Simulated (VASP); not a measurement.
Input of a VASP 6.6.1 run:

INCAR

```
SYSTEM = Si
PREC = Accurate
ENCUT = 520
EDIFF = 1E-6
ISMEAR = -1
SIGMA = 0.05
LREAL = .FALSE.
LASPH = .TRUE.
NELM = 100
ALGO = Normal
ISIF = 2
LWAVE = .FALSE.
LCHARG = .FALSE.
GGA = B5
ALDAX = 1.0
AGGAX = 1.0
AGGAC = 1.0
ALDAC = 0.0
IVDW = 13
VDW_S6 = 1.0
VDW_S8 = 2.34076671
VDW_A1 = 0.44488865
VDW_A2 = 4.0933009
NBANDS = 11
```

The input KPOINTS:

```
regular mesh
0
G
  8 8 8
  0 0 0
```

Contents of POSCAR:

```
Si
1.0
    0.0000000000      2.7576691254      2.7576691254
    2.7576691254      0.0000000000      2.7576691254
    2.7576691254      2.7576691254      0.0000000000
Si
2
Direct
    0.5000000000      0.5000000000      0.5000000000
    0.7500000000      0.7500000000      0.7500000000
```

Potentials or basis: VASP PAW PBE potentials, release 64 (Si).

Launch:

```sh
$ cat potpaw_PBE.64/Si/POTCAR > POTCAR
$ mpirun -np 1 vasp_std > vasp.out
```

Q: Predict the band gap on the k mesh.

A: 0.90 eV, indirect (least direct gap 2.60 eV).

Q: What does it give for the dispersion energy per atom?

A: -0.604 eV.

 A k mesh can miss the band edges.
